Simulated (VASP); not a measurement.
A run of VASP 6.6.1 is set up as follows.

Contents of POSCAR:

```
Pd
1.0
    2.7355981508      0.0000000000      0.0000000000
   -1.3677990754      2.3690974931      0.0000000000
    0.0000000000      0.0000000000      4.6265096411
Pd
2
Direct
    0.3333333333      0.6666666667      0.7500000000
    0.6666666667      0.3333333333      0.2500000000
```

The input INCAR.step1:

```
SYSTEM = Pd
ALGO = Normal ; EDIFF = 1E-4
ENCUT = 520 ; GGA = PE
ISMEAR = 0 ; LASPH = .True.
LCHARG = .False. ; LREAL = .False.
LWAVE = .True. ; NBANDS = 17
NELM = 80 ; PREC = Accurate
SIGMA = 0.05
```

File INCAR.step2:

```
SYSTEM = Pd
ALGO = Normal ; EDIFF = 1E-6
ENCUT = 520 ; ISIF = 2
ISMEAR = 0 ; ISTART = 1
LASPH = .True. ; LCHARG = .False.
LMIXTAU = .True. ; LREAL = .False.
LWAVE = .False. ; METAGGA = R2SCAN
NBANDS = 17 ; NELM = 80
PREC = Accurate ; SIGMA = 0.05
```

File KPOINTS:

```
k-points
0
Gamma
  18 18 10
  0 0 0
```

Potentials or basis: VASP PAW PBE potentials, release 64 (Pd).

Run with:

```sh
$ cat potpaw_PBE.64/Pd/POTCAR > POTCAR
$ cp INCAR.step1 INCAR
$ mpirun -np 1 vasp_std > vasp.out
$ cp INCAR.step2 INCAR
$ mpirun -np 1 vasp_std > vasp.out
```

Problem. Predict the pressure.

Solution. 0.7 GPa.

Problem. Estimate the band gap on the k mesh.

Solution. Zero (band 10 reaches 9.59 eV, above the bottom of band 11 at 8.62 eV).

Stress tensor (GPa, compression positive):
```
0.70 0.00 0.00
0.00 0.70 0.00
0.00 0.00 0.57
```

Caveat: the PAW data sets were made with another functional, which shifts forces and pressure a little.
